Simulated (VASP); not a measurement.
Wanted: the native input for a VASP 6.6.1 run.

```
Task                   : single point
Functional             : LDA
Potentials or basis    : VASP PAW LDA potentials, release 64 (W_sv, C_h)
Cutoff                 : 910 eV
k mesh                 : 10 × 10 × 9
Occupations            : fermi-dirac, width 0.05 eV
Spin                   : no spin polarisation
Dipole correction      : no
Second run             : hard_potentials
Further INCAR settings : ALGO = Normal; EDIFF = 1e-06; NBANDS = 16
```

The structure of WC (Qusongite) lies in POSCAR:

```
WC
1.0
    2.8471670250      0.0000000000      0.0000000000
   -1.4235835125      2.4657189725      0.0000000000
    0.0000000000      0.0000000000      2.7786939560
W C
1 1
Direct
    0.0000000000      0.0000000000      0.0000000000
    0.6666666667      0.3333333333      0.5000000000
```

One way to write it, as run:

INCAR

```
SYSTEM = WC
ALGO = Normal
EDIFF = 1E-6
ENCUT = 910
GGA = CA
GGA_COMPAT = .FALSE.
ISIF = 2
ISMEAR = -1
LASPH = .TRUE.
LCHARG = .FALSE.
LREAL = .FALSE.
LWAVE = .FALSE.
NBANDS = 16
NELM = 120
PREC = Accurate
SIGMA = 0.05
```

KPOINTS

```
k-points
0
G
  10 10 9
  0 0 0
```

Potentials or basis: VASP PAW LDA potentials, release 64 (W_sv, C_h).

Launch:

```sh
$ cat potpaw_LDA.64/W_sv/POTCAR potpaw_LDA.64/C_h/POTCAR > POTCAR
$ mpirun -np 1 vasp_std > vasp.out
```

It gave:

```json
{
 "Pressure": "20.4 GPa",
 "Band gap on the k mesh": "zero (band 9 reaches 12.92 eV, above the bottom of band 10 at 11.59 eV)"
}
```

Caveat: the cutoff is under 1.25 times the usual one of these potentials, so pressure, stress and relaxed cells hold a basis-set (Pulay) error; spin-orbit coupling is left out, which moves the levels of the heavy elements.

It used 46 s of CPU time on 1 thread of AMD EPYC 7R13 Processor (Zen 3), on a shared host.
